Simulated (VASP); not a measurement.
Set up this calculation in VASP 6.6.1, as the native input.

```
Task                   : single point
Functional             : PBE
Potentials or basis    : VASP PAW PBE potentials, release 64 (Sb)
Cutoff                 : 520 eV
k mesh                 : 6 × 6 × 6
Occupations            : gaussian, width 0.1 eV
Spin                   : no spin polarisation
Dipole correction      : no
Further INCAR settings : ALGO = Normal; EDIFF = 1e-07; NBANDS = 8
```

The structure of Sb lies in POSCAR:

```
Sb
1.0
   -1.6880198629      1.9987365820      2.0359497591
    1.6880198629     -1.9987365820      2.0359497591
    1.6880198629      1.9987365820     -2.0359497591
Sb
1
Direct
    0.0000000000      0.0000000000      0.0000000000
```

The cell was generated, and may not be a known phase.

One way to write it, as run:

INCAR

```
SYSTEM = Sb
PREC     = Accurate       ! precision mode
ENCUT    = 520            ! plane-wave cutoff, eV
EDIFF    = 1E-7           ! SCF threshold, eV
ISMEAR   = 0              ! smearing method
SIGMA    = 0.1            ! smearing width, eV
LREAL    = .False.        ! projectors in reciprocal space
LASPH    = .True.         ! aspherical terms in the spheres
NELM     = 80             ! most SCF steps
ALGO     = Normal         ! electronic algorithm
ISIF     = 2              ! what is computed and relaxed
LWAVE    = .False.        ! write WAVECAR
LCHARG   = .False.        ! write CHGCAR
GGA      = PE             ! functional
NBANDS   = 8              ! bands
```

KPOINTS

```
regular mesh
0
Gamma
  6 6 6
  0 0 0
```

Potentials or basis: VASP PAW PBE potentials, release 64 (Sb).

Command:

```bash
$ cat potpaw_PBE.64/Sb/POTCAR > POTCAR
$ mpirun -np 1 vasp_std > vasp.out
```

Results of the run:

```
Pressure               : -0.1 GPa
Band gap on the k mesh : zero (an odd number of electrons rules out a gap without spin polarisation)
```

Caveat: the k points lie up to 0.40 Å⁻¹ apart, too coarse for converged energies and pressures of a metal; spin-orbit coupling is left out, which moves the levels of the heavy elements.

It took 8.7 s on 1 thread of Intel(R) Xeon(R) Platinum 8375C CPU @ 2.90GHz (Ice Lake), on a shared host, peak memory 0.16 GiB.
